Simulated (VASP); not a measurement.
# Cr in VASP: notebook

The runs below take Cr through single point, with PBE.

Program: VASP 6.6.1. These are calculated values, not measurements. Logs are shortened: lines on timing, memory, paths and dates and some standing lists are left out, and cuts for length are marked.

## (1) The cell of the first run

The cell holds a slab with vacuum, 1 atom: a = 4.028 Å, b = 4.028 Å, c = 9.000 Å, α = 90.00°, β = 90.00°, γ = 120.00°.

## (2) Single point, PBE, collinear spin, ferromagnetic start

The input, INCAR:

```
PREC = Accurate
ENCUT = 520
EDIFF = 1E-6
ISMEAR = -1
SIGMA = 0.08
LREAL = False
LASPH = True
NELM = 150
ALGO = Normal
ISIF = 2
LWAVE = False
LCHARG = False
ISPIN = 2
MAGMOM = 2
LORBIT = 11
LMAXMIX = 4
LDIPOL = True
IDIPOL = 3
DIPOL = 0.5 0.5 0.500
GGA = PE
NBANDS = 16
```

The input, KPOINTS:

```
Automatic mesh
0
Gamma
  10 10 1
```

The input, POSCAR:

```
Cr
1.0
    4.0283716202      0.0000000000      0.0000000000
   -2.0141858101      3.4886721590      0.0000000000
    0.0000000000      0.0000000000      9.0000000000
Cr
1
Direct
    0.0000000000      0.0000000000      0.5000000000
```

Potentials or basis: VASP PAW PBE potentials, release 64 (Cr_pv).

Launch:

```sh
> cat potpaw_PBE.64/Cr_pv/POTCAR > POTCAR
> mpirun -np 1 vasp_std > vasp.out
```

OUTCAR:

```text
PREC = Accurate
   ENCUT = 520
   EDIFF = 1E-6
   ISMEAR = -1
   LREAL = False
   LASPH = True
   NELM = 150
   ISIF = 2
   ISPIN = 2
   LORBIT = 11
   GGA = PE

 ion  position               nearest neighbor table
   1  0.000  0.000  0.500-

  LATTYP: Found a hexagonal cell.
 ALAT       =     4.0283716202
 C/A-ratio  =     2.2341533623

  Lattice vectors:

 A1 = (   4.0283716202,   0.0000000000,   0.0000000000)
 A2 = (  -2.0141858101,   3.4886721590,   0.0000000000)
 A3 = (   0.0000000000,   0.0000000000,   9.0000000000)

Analysis of symmetry for initial positions (statically):
=====================================================================
 Subroutine PRICEL returns:
 Original cell was already a primitive cell.

 Routine SETGRP: Setting up the symmetry group for a
 hexagonal supercell.

 Subroutine GETGRP returns: Found 24 space group operations
 (whereof 24 operations were pure point group operations)
 out of a pool of 24 trial point group operations.

The static configuration has the point symmetry D_6h.

Analysis of symmetry for dynamics (positions and initial velocities):
=====================================================================
 Subroutine PRICEL returns:
 Original cell was already a primitive cell.

 Routine SETGRP: Setting up the symmetry group for a
 hexagonal supercell.

 Subroutine GETGRP returns: Found 24 space group operations
 (whereof 24 operations were pure point group operations)
 out of a pool of 24 trial point group operations.

The dynamic configuration has the point symmetry D_6h.

Analysis of structural, dynamic, and magnetic symmetry:
=====================================================================
 Subroutine PRICEL returns:
 Original cell was already a primitive cell.

 Routine SETGRP: Setting up the symmetry group for a
 hexagonal supercell.

 Subroutine GETGRP returns: Found 24 space group operations
 (whereof 24 operations were pure point group operations)
 out of a pool of 24 trial point group operations.

The overall configuration has the point symmetry D_6h.

 Subroutine INISYM returns: Found 24 space group operations
 (whereof 24 operations are pure point group operations),
 and found     1 'primitive' translations

----------------------------------------------------------------------------------------

                                     Primitive cell

  volume of cell :     126.4830

  direct lattice vectors                    reciprocal lattice vectors
[... 99 lines left out ...]
   GGA     = PE    functional components
   LHFCALC =     F    Hartree Fock is set to
   AEXX    =    0.0000 exact exchange contribution
   IVDW    =     0    specifies the selected vdW correction
   LEPSILON=     F    determine dielectric tensor
   LRPA    =     F    only Hartree local field effects (RPA)
 spin polarized calculation
  energy-cutoff  :      520.00
  volume of cell :      126.48
 maximum number of plane-waves:      3437
 NGX is ok and might be reduce to    30
   NGX = 15   NGY = 15   NGZ = 33

 dipolmoment           0.000000      0.000000     -0.000000 electrons x Angstroem

 number of electron      12.0000010 magnetization       5.2252499

 dipolmoment           0.000000      0.000000      0.000000 electrons x Angstroem

 Free energy of the ion-electron system (eV)
  ---------------------------------------------------
  ext. energy  EPLUGINS =         0.00000000
  ---------------------------------------------------
  free energy    TOTEN  =        -5.97820644 eV

  energy without entropy =       -5.96253094  energy(sigma->0) =       -5.97036869

 E-fermi :  -2.1462     XC(G=0):  -3.6082

 val. band max:       -2.4036373962   @ k =   0.2000   0.2000   0.0000
 cond. band min:      -2.0355579270   @ k =   0.2000   0.2000   0.0000
 fundamental gap:      0.3680794691
 Fermi energy:        -2.1462268972

 spin component 1

 k-point     1 :       0.0000    0.0000    0.0000
  band No.  band energies     occupation
      1     -45.5027      1.00000
      2     -45.5027      1.00000
      3     -45.4345      1.00000
      4      -4.9875      1.00000
      5      -2.8423      0.99983
      6      -2.8248      0.99979
[... 242 lines left out ...]
      2     -45.5047      1.00000
      3     -45.4342      1.00000
      4      -2.9560      0.99996
      5      -2.8730      0.99989
      6      -2.8674      0.99988
[... 8 lines left out ...]
     15       4.7852      0.00000
     16       4.9811      0.00000
 Fermi energy:        -2.1462268972

 spin component 2

 k-point     1 :       0.0000    0.0000    0.0000
  band No.  band energies     occupation
      1     -41.2781      1.00000
      2     -41.2780      1.00000
      3     -41.1568      1.00000
      4      -3.5685      1.00000
      5       0.1006      0.00000
      6       0.4244      0.00000
[... 243 lines left out ...]
      3     -41.1564      1.00000
      4      -0.4430      0.00000
      5      -0.0595      0.00000
      6       0.6699      0.00000
[... 8 lines left out ...]
     15       5.7476      0.00000
     16       5.8830      0.00000

------------------------ aborting loop because EDIFF is reached ----------------------------------------

 vacuum level on the upper side and lower side of the slab       (xc-potential included)        -0.877        -0.877

  FORCE on cell =-STRESS in cart. coord.  units (eV):
  Direction    XX          YY          ZZ          XY          YZ          ZX
  --------------------------------------------------------------------------------------
  -------------------------------------------------------------------------------------
  Total       -1.9790298     -1.9790298     -0.1198064      0.0000000     -0.0000000     -0.0000000
  in kB      -25.0686364    -25.0686364     -1.5176041      0.0000000     -0.0000000     -0.0000000
  external PRESSURE =     -17.2182923 kB  Pullay stress =       0.0000000 kB

 VOLUME and BASIS-vectors are now :
 -----------------------------------------------------------------------------
  energy-cutoff  :      520.00
  volume of cell :      126.48
      direct lattice vectors                 reciprocal lattice vectors
     4.028371620  0.000000000  0.000000000     0.248239262  0.143321005  0.000000000
    -2.014185810  3.488672159  0.000000000     0.000000000  0.286642010  0.000000000
     0.000000000  0.000000000  9.000000000     0.000000000  0.000000000  0.111111111

 POSITION                                       TOTAL-FORCE (eV/Angst)
 -----------------------------------------------------------------------------------
      0.00000      0.00000      4.50000        -0.000000      0.000000      0.000000
 -----------------------------------------------------------------------------------
    total drift:                                0.000000      0.000000      0.000000

  FREE ENERGIE OF THE ION-ELECTRON SYSTEM (eV)
  ---------------------------------------------------
  free  energy   TOTEN  =        -5.9782064410 eV

  energy  without entropy=       -5.9625309370  energy(sigma->0) =       -5.97036869

 vacuum level on the upper side and lower side of the slab         0.664         0.664

 total charge

# of ion       s       p       d       tot
------------------------------------------
    1        0.217   5.998   4.228  10.443

 magnetization (x)

# of ion       s       p       d       tot
------------------------------------------
    1        0.096   0.017   4.219   4.332
```

OSZICAR:

```text
N       E                     dE             d eps       ncg     rms          rms(c)
DAV:   1     0.407988257800E+02    0.40799E+02   -0.64176E+03  1128   0.561E+02
DAV:   2    -0.360646715863E+01   -0.44405E+02   -0.40323E+02   960   0.135E+02
DAV:   3    -0.459466261143E+01   -0.98820E+00   -0.97021E+00  1136   0.240E+01
DAV:   4    -0.460783712942E+01   -0.13175E-01   -0.13167E-01  1208   0.244E+00
DAV:   5    -0.460795835232E+01   -0.12122E-03   -0.12106E-03  1168   0.195E-01    0.115E+01
DAV:   6    -0.530288112129E+01   -0.69492E+00   -0.10977E+01   944   0.191E+01    0.109E+01
DAV:   7    -0.435492898529E+01    0.94795E+00   -0.21577E+00  1080   0.115E+01    0.451E+00
DAV:   8    -0.432367488667E+01    0.31254E-01   -0.70763E-01  1056   0.618E+00    0.170E+00
DAV:   9    -0.501879645140E+01   -0.69512E+00   -0.58533E-01   952   0.303E+00    0.138E+00
DAV:  10    -0.556576653240E+01   -0.54697E+00   -0.62059E-01   976   0.362E+00    0.692E-01
DAV:  11    -0.595575609231E+01   -0.38999E+00   -0.51589E-01   992   0.214E+00    0.361E-01
DAV:  12    -0.596905097786E+01   -0.13295E-01   -0.18534E-02   912   0.482E-01    0.280E-01
DAV:  13    -0.597718307865E+01   -0.81321E-02   -0.68729E-03   896   0.457E-01    0.127E-01
DAV:  14    -0.597790616127E+01   -0.72308E-03   -0.11819E-03   984   0.157E-01    0.571E-02
DAV:  15    -0.597820756734E+01   -0.30141E-03   -0.41269E-04   896   0.891E-02    0.263E-02
DAV:  16    -0.597821074836E+01   -0.31810E-05   -0.19913E-04   936   0.612E-02    0.185E-02
DAV:  17    -0.597820730105E+01    0.34473E-05   -0.37925E-05   904   0.409E-02    0.101E-02
DAV:  18    -0.597820644095E+01    0.86009E-06   -0.62517E-06   992   0.132E-02
   1 F= -.59782064E+01 E0= -.59703687E+01  d E =-.156755E-01  mag=     5.2269
```

stdout:

```text
POSCAR found type information on POSCAR Cr
 POSCAR found :  1 types and       1 ions
 scaLAPACK will be used
 LDA part: xc-table for (Slater+PW92), standard interpolation
 POSCAR, INCAR and KPOINTS ok, starting setup
 FFT: planning ... GRIDC
 FFT: planning ... GRID_SOFT
 FFT: planning ... GRID
 WAVECAR not read
 entering main loop
```

It took 2.2 min on 1 thread of Intel Xeon 8259CL, shared host; peak memory 0.29 GiB.

What came out:

```yaml
Free_energy: -5.9782 eV
Net_moment: 5.23 μB per cell
Site_moments: Cr +4.33 μB
Valence_electrons_inside_the_program's_atomic_spheres: Cr 10.44
```

## (3) Single point, PBE, collinear spin, ferromagnetic start

The input, INCAR:

```
SYSTEM = Cr
ALGO     = Normal         ! electronic algorithm
DIPOL    = 0.5 0.5 0.500
EDIFF    = 1E-6           ! SCF threshold, eV
ENCUT    = 520            ! plane-wave cutoff, eV
GGA      = PE             ! functional
IDIPOL   = 3            
ISIF     = 2              ! what is computed and relaxed
ISMEAR   = -1             ! smearing method
ISPIN    = 2              ! spin polarisation
LASPH    = .True.         ! aspherical terms in the spheres
LCHARG   = .True.         ! write CHGCAR
LDIPOL   = .True.       
LELF     = .True.         ! ELF
LMAXMIX  = 4              ! l up to which the mixer works
LORBIT   = 11             ! projections on sites
LREAL    = .False.        ! projectors in reciprocal space
LVACPOTAV= .True.       
LVHAR    = .True.       
LWAVE    = .False.        ! write WAVECAR
MAGMOM   = 2              ! initial moments
NBANDS   = 16             ! bands
NELM     = 150            ! most SCF steps
PREC     = Accurate       ! precision mode
SIGMA    = 0.08           ! smearing width, eV
```

The input, KPOINTS:

```
k-points
0
Gamma
  10 10 1
  0 0 0
```

POSCAR is that of step 2.

Potentials or basis: VASP PAW PBE potentials, release 64 (Cr_pv).

Launch:

```sh
> cat potpaw_PBE.64/Cr_pv/POTCAR > POTCAR
> mpirun -np 1 vasp_std > vasp.out
```

Wall time 2.3 min (1 thread of Intel Xeon 8259CL, shared host); peak memory 0.29 GiB.

Results (log left out):

| Property | Result |
| --- | --- |
| Free energy | -5.9782 eV |
| Net moment | 5.23 μB per cell |
| Site moments | Cr +4.33 μB |
| Valence electrons inside the program's atomic spheres | Cr 10.44 |

Levels at points of the mesh, in eV from the Fermi level:
Spin up:
| k point | band 5 | band 6 | band 7 | band 8 | band 9 | band 10 | band 11 | band 12 | band 13 | band 14 |
| --- | --- | --- | --- | --- | --- | --- | --- | --- | --- | --- |
| (0.00, 0.00, 0.00) | -0.70 | -0.68 | -0.68 | -0.45 | -0.45 | 1.15 | 3.21 | 7.13 | 7.25 | 8.18 |
| (0.50, 0.00, 0.00) | -0.81 | -0.56 | -0.51 | -0.29 | 0.74 | 0.76 | 3.68 | 5.67 | 6.15 | 6.19 |
Spin down:
```csv
k point,band 1,band 2,band 3,band 4,band 5,band 6,band 7,band 8
"(0.00, 0.00, 0.00)",-39.13,-39.13,-39.01,-1.42,2.25,2.57,2.91,2.91
"(0.50, 0.00, 0.00)",-39.14,-39.13,-39.01,1.23,1.83,2.61,3.00,3.33
```

## (4) Single point, PBE, collinear spin, ferromagnetic start

This run uses another cell than the first one.

The input, INCAR:

```
PREC = Accurate ; ENCUT = 520
EDIFF = 1E-6 ; ISMEAR = -1
SIGMA = 0.08 ; LREAL = False
LASPH = True ; NELM = 150
ALGO = Normal ; ISIF = 2
LWAVE = False ; LCHARG = False
ISPIN = 2 ; MAGMOM = 2
LORBIT = 11 ; LMAXMIX = 4
LDIPOL = True ; IDIPOL = 3
DIPOL = 0.5 0.5 0.500 ; GGA = PE
NBANDS = 16
```

The input, KPOINTS:

```
regular mesh
0
Gamma
  10 10 1
```

POSCAR: that of step 3 with these lines changed.

```diff
@@ -4,3 +4,3 @@
    -2.0141858101      3.4886721590      0.0000000000
-    0.0000000000      0.0000000000      9.0000000000
+    0.0000000000      0.0000000000     16.0000000000
 Cr
```

Potentials or basis: VASP PAW PBE potentials, release 64 (Cr_pv).

Launch:

```sh
> cat potpaw_PBE.64/Cr_pv/POTCAR > POTCAR
> mpirun -np 1 vasp_std > vasp.out
```

OUTCAR:

```text
PREC = Accurate
   ENCUT = 520
   EDIFF = 1E-6
   ISMEAR = -1
   LREAL = False
   LASPH = True
   NELM = 150
   ISIF = 2
   ISPIN = 2
   LORBIT = 11
   GGA = PE

 ion  position               nearest neighbor table
   1  0.000  0.000  0.500-

  LATTYP: Found a hexagonal cell.
 ALAT       =     4.0283716202
 C/A-ratio  =     3.9718281997

  Lattice vectors:

 A1 = (   4.0283716202,   0.0000000000,   0.0000000000)
 A2 = (  -2.0141858101,   3.4886721590,   0.0000000000)
 A3 = (   0.0000000000,   0.0000000000,  16.0000000000)

Analysis of symmetry for initial positions (statically):
=====================================================================
 Subroutine PRICEL returns:
 Original cell was already a primitive cell.

 Routine SETGRP: Setting up the symmetry group for a
 hexagonal supercell.

 Subroutine GETGRP returns: Found 24 space group operations
 (whereof 24 operations were pure point group operations)
 out of a pool of 24 trial point group operations.

The static configuration has the point symmetry D_6h.
[... 443 lines left out ...]
  band No.  band energies     occupation
      1     -42.0011      1.00000
      2     -42.0011      1.00000
      3     -41.8800      1.00000
      4      -4.2845      1.00000
      5      -0.8037      0.00000
      6      -0.2016      0.00000
[... 243 lines left out ...]
      3     -41.8795      1.00000
      4      -1.1606      0.00000
      5      -0.7798      0.00000
      6      -0.0567      0.00000
[... 8 lines left out ...]
     15       4.6123      0.00000
     16       5.2137      0.00000

------------------------ aborting loop because EDIFF is reached ----------------------------------------

 vacuum level on the upper side and lower side of the slab       (xc-potential included)        -0.000        -0.000

  FORCE on cell =-STRESS in cart. coord.  units (eV):
  Direction    XX          YY          ZZ          XY          YZ          ZX
  --------------------------------------------------------------------------------------
  -------------------------------------------------------------------------------------
  Total       -1.9307749     -1.9307749     -0.0084919      0.0000000     -0.0000000     -0.0000000
  in kB      -13.7572791    -13.7572791     -0.0605073      0.0000000     -0.0000000     -0.0000000
  external PRESSURE =      -9.1916885 kB  Pullay stress =       0.0000000 kB

 VOLUME and BASIS-vectors are now :
 -----------------------------------------------------------------------------
  energy-cutoff  :      520.00
  volume of cell :      224.86
      direct lattice vectors                 reciprocal lattice vectors
     4.028371620  0.000000000  0.000000000     0.248239262  0.143321005  0.000000000
    -2.014185810  3.488672159  0.000000000     0.000000000  0.286642010  0.000000000
     0.000000000  0.000000000 16.000000000     0.000000000  0.000000000  0.062500000

 POSITION                                       TOTAL-FORCE (eV/Angst)
 -----------------------------------------------------------------------------------
      0.00000      0.00000      8.00000        -0.000000      0.000000      0.000000
 -----------------------------------------------------------------------------------
    total drift:                                0.000000      0.000000      0.000000

  FREE ENERGIE OF THE ION-ELECTRON SYSTEM (eV)
  ---------------------------------------------------
  free  energy   TOTEN  =        -5.9733374090 eV

  energy  without entropy=       -5.9578454949  energy(sigma->0) =       -5.96559145

 vacuum level on the upper side and lower side of the slab         0.944         0.944

 total charge

# of ion       s       p       d       tot
------------------------------------------
    1        0.218   5.998   4.229  10.444

 magnetization (x)

# of ion       s       p       d       tot
------------------------------------------
    1        0.096   0.017   4.220   4.333
```

Run time: 7.2 min. Hardware: 1 thread of Intel Xeon 8259CL, shared host; peak memory 0.42 GiB.

What came out:

* Free energy: -5.9733 eV
* Net moment: 5.23 μB per cell
* Site moments: Cr +4.33 μB
* Valence electrons inside the program's atomic spheres: Cr 10.44

(Continued in part 2 of 2.)
